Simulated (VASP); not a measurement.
# Bi (I4/mmm) in VASP: further runs

The runs below take Bi through single point, with PBEsol+D3(BJ).

All numbers are computed with VASP 6.6.1; they aren't measurements. Logs are shortened: lines on timing, memory, paths and dates and some standing lists are left out, and cuts for length are marked.

## (1) The cell of the first run

It takes space group I4/mmm (No. 139, tetragonal). Conventional cell: a = 3.573 Å, b = 3.573 Å, c = 4.818 Å, α = 90.00°, β = 90.00°, γ = 90.00°. Within 4.6 Å of Bi (site symmetry 4/mmm) lie 12 Bi at 3.49 to 3.57 Å.

## (2) Single point, PBEsol+D3(BJ) (30.76 Å³/atom)

File INCAR:

```
PREC = Accurate
ENCUT = 520
EDIFF = 1E-7
ISMEAR = 0
SIGMA = 0.15
LREAL = F
LASPH = T
NELM = 80
ALGO = Fast
ISIF = 2
LWAVE = F
LCHARG = F
GGA = PS
IVDW = 12
NBANDS = 14
```

File KPOINTS:

```
regular mesh
0
Gamma
  18 18 18
```

File POSCAR:

```
Bi
1.0
   -1.7866738356      1.7866738356      2.4091509999
    1.7866738356     -1.7866738356      2.4091509999
    1.7866738356      1.7866738356     -2.4091509999
Bi
1
Direct
    0.0000000000      0.0000000000      0.0000000000
```

Potentials or basis: VASP PAW PBE potentials, release 64 (Bi_d).

Command:

```sh
cat potpaw_PBE.64/Bi_d/POTCAR > POTCAR
mpirun -np 1 vasp_std > vasp.out
```

OUTCAR:

```text
PREC = Accurate
   ENCUT = 520
   EDIFF = 1E-7
   ISMEAR = 0
   LREAL = F
   LASPH = T
   NELM = 80
   ISIF = 2
   GGA = PS
   IVDW = 12
 IVDW          = 12

 ion  position               nearest neighbor table
   1  0.000  0.000  0.000-

  LATTYP: Found a body centered tetragonal cell.
 ALAT       =     3.5733476712
 C/A-ratio  =     1.3484000000

  Lattice vectors:

 A1 = (  -1.7866738356,   1.7866738356,   2.4091509999)
 A2 = (   1.7866738356,  -1.7866738356,   2.4091509999)
 A3 = (   1.7866738356,   1.7866738356,  -2.4091509999)

Analysis of symmetry for initial positions (statically):
=====================================================================
 Subroutine PRICEL returns:
 Original cell was already a primitive cell.

 Routine SETGRP: Setting up the symmetry group for a
 body centered tetragonal supercell.

 Subroutine GETGRP returns: Found 16 space group operations
 (whereof 16 operations were pure point group operations)
 out of a pool of 16 trial point group operations.

The static configuration has the point symmetry D_4h.

Analysis of symmetry for dynamics (positions and initial velocities):
=====================================================================
 Subroutine PRICEL returns:
 Original cell was already a primitive cell.

 Routine SETGRP: Setting up the symmetry group for a
 body centered tetragonal supercell.

 Subroutine GETGRP returns: Found 16 space group operations
 (whereof 16 operations were pure point group operations)
 out of a pool of 16 trial point group operations.

The dynamic configuration has the point symmetry D_4h.

 Subroutine INISYM returns: Found 16 space group operations
 (whereof 16 operations are pure point group operations),
 and found     1 'primitive' translations

----------------------------------------------------------------------------------------

                                     Primitive cell

  volume of cell :      30.7620

  direct lattice vectors                    reciprocal lattice vectors
    -1.786673836  1.786673836  2.409151000     0.000000000  0.279849623  0.207541993
     1.786673836 -1.786673836  2.409151000     0.279849623  0.000000000  0.207541993
     1.786673836  1.786673836 -2.409151000     0.279849623  0.279849623  0.000000000

  length of vectors
     3.491191105  3.491191105  3.491191105     0.348409946  0.348409946  0.395767133

  position of ions in fractional coordinates (direct lattice)
     0.000000000  0.000000000  0.000000000

  ion indices of the primitive-cell ions
   primitive index   ion index
[... 83 lines left out ...]
   PSTRESS=    0.0 pullay stress
   NELECT =      15.0000    total number of electrons
   NUPDOWN=      -1.0000    fix difference up-down
   EMIN   =  10.00;   EMAX   =-10.00  energy-range for DOS
   EFERMI =   0.00;   METHOD = LEGACY
   ISMEAR =     0;   SIGMA  =   0.15  broadening in eV -4-tet -1-fermi 0-gaus
   EFERMI_NEDOS =   21; number of points for ismear=-14 and -15
   IALGO  =     68    algorithm
   IMIX   =      4    mixing-type and parameters
     AMIX     =   0.40;   BMIX     =  1.00
     AMIX_MAG =   1.60;   BMIX_MAG =  1.00
  volume/ion in A,a.u.               =      30.76       207.59
  Fermi-wavevector in a.u.,A,eV,Ry     =   1.288547  2.435001 22.590493  1.660354
  Thomas-Fermi vector in A             =   2.420494
   LORBIT       =      0    0 simple, 1 ext, 2 COOP (PROOUT), +10 PAW based schemes
   GGA     = PS    functional components
   LHFCALC =     F    Hartree Fock is set to
   AEXX    =    0.0000 exact exchange contribution
   IVDW    =    12    specifies the selected vdW correction
   LEPSILON=     F    determine dielectric tensor
   LRPA    =     F    only Hartree local field effects (RPA)
 non-spin polarized calculation
 RMM-DIIS sequential band-by-band and
 Gauss-broadening in eV      SIGMA  =   0.15
  energy-cutoff  :      520.00
  volume of cell :       30.76
 maximum number of plane-waves:       850
 NGX is ok and might be reduce to    28
   NGX = 13   NGY = 13   NGZ = 13

 number of electron      15.0000005 magnetization

 Free energy of the ion-electron system (eV)
  ---------------------------------------------------
  ext. energy  EPLUGINS =         0.00000000
  ---------------------------------------------------
  free energy    TOTEN  =        -4.16601851 eV

  energy without entropy =       -4.15694870  energy(sigma->0) =       -4.16148361

 E-fermi :   7.9932     XC(G=0): -10.4969

 val. band max:        7.9839159851   @ k =   0.3889   0.2778   0.1111
 cond. band min:       7.9964811586   @ k =   0.1667   0.1111  -0.0000
 fundamental gap:      0.0125651735
 Fermi energy:         7.9931591361

 k-point     1 :       0.0000    0.0000    0.0000
  band No.  band energies     occupation
      1     -15.0563      2.00000
      2     -15.0563      2.00000
      3     -15.0275      2.00000
      4     -14.9893      2.00000
      5     -14.9567      2.00000
      6      -5.7258      2.00000
      7      12.9599      0.00000
      8      13.0099      0.00000
      9      13.0099      0.00000
     10      16.9294      0.00000
     11      17.0615      0.00000
     12      18.8027      0.00000
     13      18.8027      0.00000
     14      18.9834      0.00000
[... 377 lines left out ...]
      1     -15.0523      2.00000
      2     -15.0326      2.00000
      3     -15.0096      2.00000
      4     -14.9766      2.00000
      5     -14.9480      2.00000
      6      -4.9726      2.00000
      7       8.1974      0.05417
      8      11.8411      0.00000
      9      12.2103      0.00000
     10      15.9694      0.00000
     11      17.7461      0.00000
     12      19.1333      0.00000
     13      19.4681      0.00000
     14      20.6399      0.00000

 [... further k-points ...]

------------------------ aborting loop because EDIFF is reached ----------------------------------------

 Edisp (eV)   -0.53021

 E8    (eV) :    -0.3793

  FORCE on cell =-STRESS in cart. coord.  units (eV):
  Direction    XX          YY          ZZ          XY          YZ          ZX
  --------------------------------------------------------------------------------------
  -------------------------------------------------------------------------------------
  Total      -0.75151    -0.75151    -0.87286     0.00000     0.00000     0.00000
  in kB     -39.14066   -39.14066   -45.46119     0.00000     0.00000     0.00000
  external pressure =      -41.25 kB  Pullay stress =        0.00 kB

 VOLUME and BASIS-vectors are now :
 -----------------------------------------------------------------------------
  energy-cutoff  :      520.00
  volume of cell :       30.76
      direct lattice vectors                 reciprocal lattice vectors
    -1.786673836  1.786673836  2.409151000     0.000000000  0.279849623  0.207541993
     1.786673836 -1.786673836  2.409151000     0.279849623  0.000000000  0.207541993
     1.786673836  1.786673836 -2.409151000     0.279849623  0.279849623  0.000000000

 POSITION                                       TOTAL-FORCE (eV/Angst)
 -----------------------------------------------------------------------------------
      0.00000      0.00000      0.00000        -0.000000     -0.000000      0.000000
 -----------------------------------------------------------------------------------
    total drift:                               -0.000000     -0.000000      0.000000

  FREE ENERGIE OF THE ION-ELECTRON SYSTEM (eV)
  ---------------------------------------------------
  free  energy   TOTEN  =        -4.6962270960 eV

  energy  without entropy=       -4.6871572929  energy(sigma->0) =       -4.69169219
```

stdout:

```text
POSCAR found type information on POSCAR Bi
 POSCAR found :  1 types and       1 ions
 scaLAPACK will be used
 -----------------------------------------------------------------------------
|                                                                             |
[... 22 lines left out ...]
WARNING in EDDRMM: call to ZHEGV failed, returncode =   8  4     13
WARNING in EDDRMM: call to ZHEGV failed, returncode =   8  4     13
WARNING in EDDRMM: call to ZHEGV failed, returncode =   6  3     12
 num prob  num prob  num prob  num prob  num prob  num prob WARNING in EDDRMM: call to ZHEGV failed, returncode =   8  4     14
WARNING in EDDRMM: call to ZHEGV failed, returncode =   6  3     12
 num prob WARNING in EDDRMM: call to ZHEGV failed, returncode =   6  3     10
 num prob  num prob WARNING in EDDRMM: call to ZHEGV failed, returncode =   8  4     13
```

Wall time 3.8 min (1 thread of Intel Xeon Platinum 8488C (Sapphire Rapids), shared host); peak memory 0.31 GiB.

Results:

* Free energy: -4.6962 eV
* Pressure: -4.1 GPa
* Band gap on the k mesh: zero (an odd number of electrons rules out a gap without spin polarisation)
* Dispersion energy per atom: -0.530 eV

Stress tensor (GPa, compression positive):
```
-3.91  0.00  0.00
 0.00 -3.91  0.00
 0.00  0.00 -4.55
```

Caveat: the cell stands under tension; the PAW data sets were made with another functional, which shifts forces and pressure a little; spin-orbit coupling is left out, which moves the levels of the heavy elements.

## (3) Single point, PBEsol+D3(BJ) (30.76 Å³/atom)

File INCAR:

```
SYSTEM = Bi
PREC = Accurate
ENCUT = 520
EDIFF = 1E-6
ISMEAR = 0
SIGMA = 0.15
LREAL = .False.
LASPH = .True.
NELM = 80
ALGO = Fast
ISIF = 2
LWAVE = .False.
LCHARG = .True.
GGA = PS
IVDW = 12
LELF = .True.
LVHAR = .True.
NBANDS = 14
```

File KPOINTS:

```
regular mesh
0
Gamma
  18 18 18
  0 0 0
```

File POSCAR:

```
Bi
1.0
   -1.9253026027      1.9253026027      2.0747060847
    1.9253026027     -1.9253026027      2.0747060847
    1.9253026027      1.9253026027     -2.0747060847
Bi
1
Direct
    0.0000000000      0.0000000000      0.0000000000
```

Potentials or basis: VASP PAW PBE potentials, release 64 (Bi_d).

Command:

```sh
cat potpaw_PBE.64/Bi_d/POTCAR > POTCAR
mpirun -np 1 vasp_std > vasp.out
```

OUTCAR:

```text
SYSTEM = Bi
   PREC = Accurate
   ENCUT = 520
   EDIFF = 1E-6
   ISMEAR = 0
   LREAL = .False.
   LASPH = .True.
   NELM = 80
   ISIF = 2
   GGA = PS
   IVDW = 12
 IVDW          = 12

 ion  position               nearest neighbor table
   1  0.000  0.000  0.000-

  LATTYP: Found a body centered tetragonal cell.
 ALAT       =     3.8506052054
 C/A-ratio  =     1.0776000000

  Lattice vectors:

 A1 = (  -1.9253026027,   1.9253026027,   2.0747060847)
 A2 = (   1.9253026027,  -1.9253026027,   2.0747060847)
 A3 = (   1.9253026027,   1.9253026027,  -2.0747060847)

Analysis of symmetry for initial positions (statically):
=====================================================================
 Subroutine PRICEL returns:
 Original cell was already a primitive cell.

 Routine SETGRP: Setting up the symmetry group for a
 body centered tetragonal supercell.

 Subroutine GETGRP returns: Found 16 space group operations
 (whereof 16 operations were pure point group operations)
 out of a pool of 16 trial point group operations.

The static configuration has the point symmetry D_4h.

Analysis of symmetry for dynamics (positions and initial velocities):
[... 174 lines left out ...]
      7      12.9317      0.00000
      8      13.1414      0.00000
      9      13.1414      0.00000
     10      17.0930      0.00000
     11      17.8451      0.00000
     12      18.7802      0.00000
     13      18.7802      0.00000
     14      19.2567      0.00000
[... 377 lines left out ...]
      1     -15.0748      2.00000
      2     -15.0522      2.00000
      3     -14.9922      2.00000
      4     -14.9586      2.00000
      5     -14.9325      2.00000
      6      -4.9924      2.00000
      7       8.4630      0.00000
      8      11.5163      0.00000
      9      12.3084      0.00000
     10      16.0212      0.00000
     11      16.8702      0.00000
     12      17.8840      0.00000
     13      19.8281      0.00000
     14      20.7095      0.00000

 [... further k-points ...]

------------------------ aborting loop because EDIFF is reached ----------------------------------------

 Edisp (eV)   -0.52968

 E8    (eV) :    -0.3788

  FORCE on cell =-STRESS in cart. coord.  units (eV):
  Direction    XX          YY          ZZ          XY          YZ          ZX
  --------------------------------------------------------------------------------------
  -------------------------------------------------------------------------------------
  Total      -0.76243    -0.76243    -0.92451     0.00000     0.00000     0.00000
  in kB     -39.70950   -39.70950   -48.15127     0.00000     0.00000     0.00000
  external pressure =      -42.52 kB  Pullay stress =        0.00 kB

 VOLUME and BASIS-vectors are now :
 -----------------------------------------------------------------------------
  energy-cutoff  :      520.00
  volume of cell :       30.76
      direct lattice vectors                 reciprocal lattice vectors
    -1.925302603  1.925302603  2.074706085     0.000000000  0.259699436  0.240997992
     1.925302603 -1.925302603  2.074706085     0.259699436  0.000000000  0.240997992
     1.925302603  1.925302603 -2.074706085     0.259699436  0.259699436  0.000000000

 POSITION                                       TOTAL-FORCE (eV/Angst)
 -----------------------------------------------------------------------------------
      0.00000      0.00000      0.00000        -0.000000      0.000000      0.000000
 -----------------------------------------------------------------------------------
    total drift:                                0.000000     -0.000000     -0.000000

  FREE ENERGIE OF THE ION-ELECTRON SYSTEM (eV)
  ---------------------------------------------------
  free  energy   TOTEN  =        -4.7440376339 eV

  energy  without entropy=       -4.7370810479  energy(sigma->0) =       -4.74055934
```

Wall time 3.3 min (1 thread of Intel Xeon Platinum 8488C (Sapphire Rapids), shared host); peak memory 0.31 GiB.

What came out:

| Item | Value |
| --- | --- |
| Free energy | -4.7440 eV |
| Pressure | -4.3 GPa |
| Band gap on the k mesh | zero (an odd number of electrons rules out a gap without spin polarisation) |
| Dispersion energy per atom | -0.530 eV |

Caveat: the cell stands under tension; the PAW data sets were made with another functional, which shifts forces and pressure a little; spin-orbit coupling is left out, which moves the levels of the heavy elements.
